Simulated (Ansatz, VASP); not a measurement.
## LiH in VASP and in Ansatz

```
CELL_PARAMETERS angstrom
0.00000 2.03250 2.03250
2.03250 0.00000 2.03250
2.03250 2.03250 0.00000
ATOMIC_POSITIONS crystal
Li 0.97540 0.02460 0.97540
H 0.50000 0.50000 0.50000
```

Alike in both runs: task single point; functional PBE; k mesh 10 × 10 × 10; occupations gaussian, width 0.05 eV; no spin polarisation.

|  | VASP | Ansatz |
| --- | --- | --- |
| version | VASP 6.6.1 | Ansatz 0.2.0 |
| potentials or method | VASP PAW PBE potentials, release 64 (Li_sv, H), cutoff 520 eV | scalar-relativistic, plane waves, PAW |
| valence electrons in the cell | 4 | 4 |

```tsv
	VASP	Ansatz	Ansatz less VASP
gap on the k mesh at the Fermi level (eV)	3.01	3.02	+0.007
least direct gap on the mesh (eV)	3.01	3.02	+0.007
rms of the force components (eV/Å)	0.059	0.059	+0.0001
```

Atom by atom the forces differ by 0.000 eV/Å (rms over components).

Noted on VASP's run: the cutoff is short for stress, so the pressure is rough.
